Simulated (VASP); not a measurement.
## Rh: single point with LDA

Crystal: Rh.

```xyz
2
Lattice="2.7976 0.0000 0.0000 -1.3988 2.4228 0.0000 0.0000 0.0000 4.5365" Properties=species:S:1:pos:R:3 pbc="T T T"
Rh    1.3988    0.8076    3.4024
Rh    0.0000    1.6152    1.1341
```

* Program: VASP 6.6.1
* Task: single point
* Functional: LDA
* Potentials or basis: VASP PAW LDA potentials, release 64 (Rh_pv)
* Cutoff: 520 eV
* k mesh: 12 × 12 × 7
* Occupations: fermi-dirac, width 0.1 eV
* Spin: no spin polarisation
* Dipole correction: no
* Further INCAR settings: ALGO = Normal; EDIFF = 1e-06; NBANDS = 22

```json
{"Pressure": "-30.7 GPa", "Band gap on the k mesh": "zero (band 15 reaches 10.35 eV, above the bottom of band 16 at 8.34 eV)"}
```

Stress tensor (GPa, compression positive):
```
-30.13   0.00   0.00
  0.00 -30.13   0.00
  0.00   0.00 -31.84
```

Levels at points of the mesh, in eV from the Fermi level:
| k point | band 13 | band 14 | band 15 | band 16 | band 17 | band 18 |
| --- | --- | --- | --- | --- | --- | --- |
| (0.00, 0.00, 0.00) | -2.11 | -1.59 | -1.59 | 0.13 | 0.13 | 0.82 |
| (0.50, 0.00, 0.00) | -1.81 | 0.37 | 0.52 | 0.63 | 2.72 | 4.58 |

It took 13 s on 1 thread of Intel(R) Xeon(R) 6975P-C (Granite Rapids), with other jobs on the host, peak memory 0.16 GiB.
